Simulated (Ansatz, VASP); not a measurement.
# One calculation of Co, two programs

```
Co
1.0
     0.00000    2.31372    2.31372
     2.31372    0.00000    2.31372
     2.31372    2.31372    0.00000
Co
2
Direct
  0.50000 0.50000 0.50000
  0.75000 0.75000 0.75000
```

Alike in both runs: task relaxation of cell and atoms; functional PBE; k mesh 6 × 6 × 6; occupations gaussian, width 0.1 eV; no spin polarisation.

```csv
,VASP,Ansatz
version,VASP 6.6.1,Ansatz 0.2.0
potentials or method,"VASP PAW PBE potentials, release 64 (Co_sv), cutoff 690 eV","scalar-relativistic, plane waves, PAW"
valence electrons in the cell,34,34
```

Ansatz gave:

| Property | Result |
| --- | --- |
| gap on the k mesh at the Fermi level, each at its own relaxed structure (eV) | none |
| relaxed volume (Å³/atom) | 14.83 |
| relaxed length of the cell vector where the two differ most in proportion (Å) | 3.475 |

What did VASP give for the same quantities?

gap on the k mesh at the Fermi level, each at its own relaxed structure (eV): none; relaxed volume (Å³/atom): 14.65; relaxed length of the cell vector where the two differ most in proportion (Å): 3.460.

A gap of «none» marks a metal or a gap that the smearing closes.

The k mesh is coarse, so the values compare programs but aren't converged. Noted on VASP's run: the volume moved by over 15 % at a fixed basis, so the end points are rough.
